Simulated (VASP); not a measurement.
Crystal: Ir.

```
CELL_PARAMETERS angstrom
0.00000 1.92190 1.92190
1.92190 0.00000 1.92190
1.92190 1.92190 0.00000
ATOMIC_POSITIONS crystal
Ir 0.00000 0.00000 0.00000
```

Base run:

| Property | Result |
| --- | --- |
| Program | VASP 6.6.1 |
| Functional | r2SCAN |
| Potentials or basis | VASP PAW PBE potentials, release 64 (Ir_sv_GW) |
| Cutoff | 550 eV |
| k mesh | 15 × 15 × 15 |
| Occupations | gaussian, width 0.0272 eV |
| Spin | no spin polarisation |

Its results: pressure -2.2 GPa.

Problem. The run is repeated on the same cell with these changes: potentials or basis from VASP PAW PBE potentials, release 64 (Ir_sv_GW) to VASP PAW PBE potentials, release 64 (Ir); cutoff from 550 eV to 520 eV; further incar settings from ALGO = Normal; EDIFF = 1e-06; NBANDS = 14 to ALGO = Normal; EDIFF = 1e-06; NBANDS = 10; valence electrons from 17 to 9. What comes out?

Solution. Pressure 2.5 GPa.

Caveats: the PAW data sets were made with another functional, which shifts forces and pressure a little.
